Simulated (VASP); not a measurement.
# ZnSe (F-43m) in VASP: a series of runs, part 2 of 2

VASP 6.6.1.

## (3) Single point, LDA

INCAR reads:

```
SYSTEM = ZnSe
ALGO = Normal
EDIFF = 1E-6
ENCUT = 500
GGA_COMPAT = .False.
ISIF = 2
ISMEAR = 0
LASPH = .True.
LCHARG = .False.
LREAL = .False.
LWAVE = .False.
NBANDS = 16
NELM = 120
PREC = Accurate
SIGMA = 0.1
```

KPOINTS reads:

```
k-points
0
Gamma
  4 4 4
  0 0 0
```

POSCAR reads:

```
ZnSe
1.0
    0.0000000000      2.8324425407      2.8324425407
    2.8324425407      0.0000000000      2.8324425407
    2.8324425407      2.8324425407      0.0000000000
Zn Se
1 1
Direct
    0.0000000000      0.0000000000      0.0000000000
    0.7500000000      0.7500000000      0.7500000000
```

Potentials or basis: VASP PAW LDA potentials, release 64 (Zn, Se).

Command:

```console
$ cat potpaw_LDA.64/Zn/POTCAR potpaw_LDA.64/Se/POTCAR > POTCAR
$ mpirun -np 1 vasp_std > vasp.out
```

Wall time 5.6 s (1 thread of AMD EPYC 7R13, shared host); peak memory 0.14 GiB.

It converged, with:

```yaml
Free_energy: -7.2774 eV
Pressure: -2.7 GPa
Band_gap_on_the_k_mesh: 1.05 eV, direct
```

Levels at points of the mesh, in eV from the valence-band top:
| k point | band 5 | band 6 | band 7 | band 8 | band 9 | band 10 | band 11 | band 12 | band 13 | band 14 |
| --- | --- | --- | --- | --- | --- | --- | --- | --- | --- | --- |
| (0.00, 0.00, 0.00) | -6.36 | -6.36 | 0.00 | 0.00 | 0.00 | 1.05 | 5.67 | 5.67 | 5.67 | 9.62 |
| (0.50, 0.00, 0.00) | -6.34 | -6.20 | -5.32 | -0.88 | -0.88 | 2.35 | 6.26 | 6.26 | 8.34 | 10.72 |
| (0.50, 0.50, 0.00) | -6.31 | -6.17 | -4.85 | -2.22 | -2.22 | 2.77 | 3.30 | 10.52 | 11.08 | 11.08 |

Caveat: the k points lie up to 0.48 Å⁻¹ apart. Expect the measured gap to be larger: semilocal functionals such as LDA lack the derivative discontinuity.

## (4) Single point, PBE

INCAR reads:

```
SYSTEM = ZnSe
PREC = Accurate
ENCUT = 500
EDIFF = 1E-6
ISMEAR = -1
SIGMA = 0.08617333262145177
LREAL = .False.
LASPH = .True.
NELM = 120
ALGO = Normal
ISIF = 2
LWAVE = .False.
LCHARG = .False.
GGA = PE
NBANDS = 16
GGA_COMPAT = .False.
```

KPOINTS reads:

```
regular mesh
0
Gamma
  4 4 4
  0 0 0
```

POSCAR is that of step 3.

Potentials or basis: VASP PAW PBE potentials, release 64 (Zn, Se).

Command:

```console
$ cat potpaw_PBE.64/Zn/POTCAR potpaw_PBE.64/Se/POTCAR > POTCAR
$ mpirun -np 1 vasp_std > vasp.out
```

Run time: 8.8 s. Hardware: 1 thread of AMD EPYC 7R13, shared host; peak memory 0.16 GiB.

It converged, with:

- Free energy: -5.9519 eV
- Pressure: 2.8 GPa
- Band gap on the k mesh: 1.28 eV, direct

Levels at points of the mesh, in eV from the valence-band top:
| k point | band 6 | band 7 | band 8 | band 9 | band 10 | band 11 | band 12 | band 13 |
| --- | --- | --- | --- | --- | --- | --- | --- | --- |
| (0.00, 0.00, 0.00) | -6.21 | 0.00 | 0.00 | 0.00 | 1.28 | 5.78 | 5.78 | 5.78 |
| (0.50, 0.00, 0.00) | -6.05 | -5.25 | -0.87 | -0.87 | 2.53 | 6.36 | 6.36 | 8.58 |
| (0.50, 0.50, 0.00) | -6.03 | -4.78 | -2.20 | -2.20 | 2.96 | 3.44 | 10.75 | 11.24 |

Caveat: the k points lie up to 0.48 Å⁻¹ apart.

## (5) Single point, PBE

INCAR reads:

```
SYSTEM = ZnSe
PREC = Accurate
ENCUT = 500
EDIFF = 1E-6
ISMEAR = 0
SIGMA = 0.1
LREAL = .FALSE.
LASPH = .TRUE.
NELM = 120
ALGO = Normal
ISIF = 2
LWAVE = .FALSE.
LCHARG = .FALSE.
GGA = PE
NBANDS = 16
GGA_COMPAT = .FALSE.
```

KPOINTS reads:

```
regular mesh
0
G
  4 4 4
  0 0 0
```

POSCAR reads:

```
ZnSe
1.0
    0.0000000000      2.8324425407      2.8324425407
    2.8324425407      0.0000000000      2.8324425407
    2.8324425407      2.8324425407      0.0000000000
Zn Se
1 1
Direct
    0.9030000000      0.6320000000      0.5580000000
    1.6530000000      1.3820000000      1.3080000000
```

Potentials or basis: VASP PAW PBE potentials, release 64 (Zn, Se).

Command:

```console
$ cat potpaw_PBE.64/Zn/POTCAR potpaw_PBE.64/Se/POTCAR > POTCAR
$ mpirun -np 1 vasp_std > vasp.out
```

OUTCAR:

```text
SYSTEM = ZnSe
   PREC = Accurate
   ENCUT = 500
   EDIFF = 1E-6
   ISMEAR = 0
   LREAL = .FALSE.
   LASPH = .TRUE.
   NELM = 120
   ISIF = 2
   GGA = PE

 ion  position               nearest neighbor table
   1  0.903  0.632  0.558-   2 2.45   2 2.45   2 2.45   2 2.45
   2  0.653  0.382  0.308-   1 2.45   1 2.45   1 2.45   1 2.45

  LATTYP: Found a face centered cubic cell.
 ALAT       =     5.6648850814

  Lattice vectors:

 A1 = (   0.0000000000,   2.8324425407,   2.8324425407)
 A2 = (   2.8324425407,   0.0000000000,   2.8324425407)
 A3 = (   2.8324425407,   2.8324425407,   0.0000000000)

Analysis of symmetry for initial positions (statically):
=====================================================================
 Subroutine PRICEL returns:
 Original cell was already a primitive cell.

 Routine SETGRP: Setting up the symmetry group for a
 face centered cubic supercell.

 Subroutine GETGRP returns: Found 24 space group operations
 (whereof  1 operations were pure point group operations)
 out of a pool of 48 trial point group operations.

The static configuration has the point symmetry C_1 .
[... 145 lines left out ...]
  energy without entropy =       -5.95188562  energy(sigma->0) =       -5.95188562

 E-fermi :   2.1374     XC(G=0):  -9.3138

 val. band max:        1.6564258067   @ k =   0.0000   0.0000   0.0000
 cond. band min:       2.9399361179   @ k =   0.0000   0.0000   0.0000
 fundamental gap:      1.2835103112
 Fermi energy:         2.1374038673

 k-point     1 :       0.0000    0.0000    0.0000
  band No.  band energies     occupation
      1     -11.6074      2.00000
      2      -4.9242      2.00000
      3      -4.9242      2.00000
      4      -4.9242      2.00000
      5      -4.5562      2.00000
      6      -4.5562      2.00000
[... 129 lines left out ...]
      3      -4.7177      2.00000
      4      -4.5882      2.00000
      5      -4.5855      2.00000
      6      -4.2532      2.00000
[... 8 lines left out ...]
     15      15.4181      0.00000
     16      15.7528      0.00000

------------------------ aborting loop because EDIFF is reached ----------------------------------------

  FORCE on cell =-STRESS in cart. coord.  units (eV):
  Direction    XX          YY          ZZ          XY          YZ          ZX
  --------------------------------------------------------------------------------------
  -------------------------------------------------------------------------------------
  Total        0.7870886      0.7870886      0.7870886     -0.0000000     -0.0000000     -0.0000000
  in kB       27.7473100     27.7473100     27.7473100     -0.0000000     -0.0000000     -0.0000000
  external PRESSURE =      27.7473100 kB  Pullay stress =       0.0000000 kB

 VOLUME and BASIS-vectors are now :
 -----------------------------------------------------------------------------
  energy-cutoff  :      500.00
  volume of cell :       45.45
      direct lattice vectors                 reciprocal lattice vectors
     0.000000000  2.832442541  2.832442541    -0.176526088  0.176526088  0.176526088
     2.832442541  0.000000000  2.832442541     0.176526088 -0.176526088  0.176526088
     2.832442541  2.832442541  0.000000000     0.176526088  0.176526088 -0.176526088

 POSITION                                       TOTAL-FORCE (eV/Angst)
 -----------------------------------------------------------------------------------
      3.37061      4.13820      4.34780        -0.000000     -0.000000     -0.000000
      1.95439      2.72198      2.93158         0.000000      0.000000      0.000000
 -----------------------------------------------------------------------------------
    total drift:                                0.000095     -0.000077      0.000035

  FREE ENERGIE OF THE ION-ELECTRON SYSTEM (eV)
  ---------------------------------------------------
  free  energy   TOTEN  =        -5.9518856194 eV

  energy  without entropy=       -5.9518856194  energy(sigma->0) =       -5.95188562
```

stdout:

```text
POSCAR found type information on POSCAR ZnSe
 POSCAR found :  2 types and       2 ions
 scaLAPACK will be used
 LDA part: xc-table for (Slater+PW92), standard interpolation
 POSCAR, INCAR and KPOINTS ok, starting setup
 FFT: planning ... GRIDC
 FFT: planning ... GRID_SOFT
 FFT: planning ... GRID
 WAVECAR not read
 entering main loop
```

Run time: 9.1 s. Hardware: 1 thread of AMD EPYC 7R13, shared host; peak memory 0.16 GiB.

Results:

```yaml
Free_energy: -5.9519 eV
Pressure: 2.8 GPa
Band_gap_on_the_k_mesh: 1.28 eV, direct
```

Caveat: the k points lie up to 0.48 Å⁻¹ apart.

## (6) Summary

```csv
level,potentials or basis,smearing,gap on the mesh (eV),pressure (GPa)
PBE,"VASP PAW PBE potentials, release 64 (Zn, Se)",methfessel-paxton 0.016 eV,1.28,2.8
LDA,"VASP PAW LDA potentials, release 64 (Zn, Se)",gaussian 0.1 eV,1.05,-2.7
PBE,"VASP PAW PBE potentials, release 64 (Zn, Se)",fermi-dirac 0.0861733 eV,1.28,2.8
PBE,"VASP PAW PBE potentials, release 64 (Zn, Se)",gaussian 0.1 eV,1.28,2.8
```

Alike in all rows: task single point; no spin polarisation; cell as given; k mesh 4 × 4 × 4; cutoff (eV) 500.

Caveats: all runs use coarse meshes.

Total energies depend on the potentials used, so only differences within one code and one set of settings carry meaning.
